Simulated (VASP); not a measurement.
# AlN: single point with LDA

The system is AlN.

```
Al N
1.0
     3.07978    0.00000    0.00000
    -1.53989    2.66717    0.00000
     0.00000    0.00000    4.92564
Al N
2 2
Direct
  0.33333 0.66667 0.99892
  0.66667 0.33333 0.49892
  0.33333 0.66667 0.38108
  0.66667 0.33333 0.88108
```

| Item | Value |
| --- | --- |
| Program | VASP 6.6.1 |
| Task | single point |
| Functional | LDA |
| Potentials or basis | VASP PAW LDA potentials, release 64 (Al, N) |
| Cutoff | 520 eV |
| k mesh | 8 × 8 × 4 |
| Occupations | gaussian, width 0.01 eV |
| Spin | no spin polarisation |
| Dipole correction | no |
| Further INCAR settings | ALGO = Normal; EDIFF = 1e-06; NBANDS = 16 |

```yaml
Pressure: 2.7 GPa
Band_gap_on_the_k_mesh: 4.50 eV, direct
```

Levels at points of the mesh, in eV from the valence-band top:
| k point | band 4 | band 5 | band 6 | band 7 | band 8 | band 9 | band 10 | band 11 | band 12 | band 13 |
| --- | --- | --- | --- | --- | --- | --- | --- | --- | --- | --- |
| (0.00, 0.00, 0.00) | -0.90 | -0.90 | -0.24 | -0.24 | 0.00 | 4.50 | 6.80 | 10.73 | 11.15 | 11.15 |
| (0.50, 0.00, 0.00) | -4.28 | -3.46 | -2.17 | -1.86 | -0.72 | 5.74 | 5.75 | 8.34 | 10.36 | 10.90 |
| (0.00, 0.00, 0.50) | -3.39 | -0.58 | -0.58 | -0.58 | -0.58 | 6.68 | 6.68 | 10.40 | 10.40 | 11.48 |
| (0.50, 0.00, 0.50) | -5.79 | -1.53 | -1.53 | -1.41 | -1.41 | 5.29 | 5.29 | 9.26 | 9.26 | 12.02 |

Run time: 5.6 s on 1 thread of Intel(R) Xeon(R) 6975P-C (Granite Rapids) (shared host), peak memory 0.14 GiB.

Expect the measured gap to be larger: semilocal functionals such as LDA lack the derivative discontinuity.
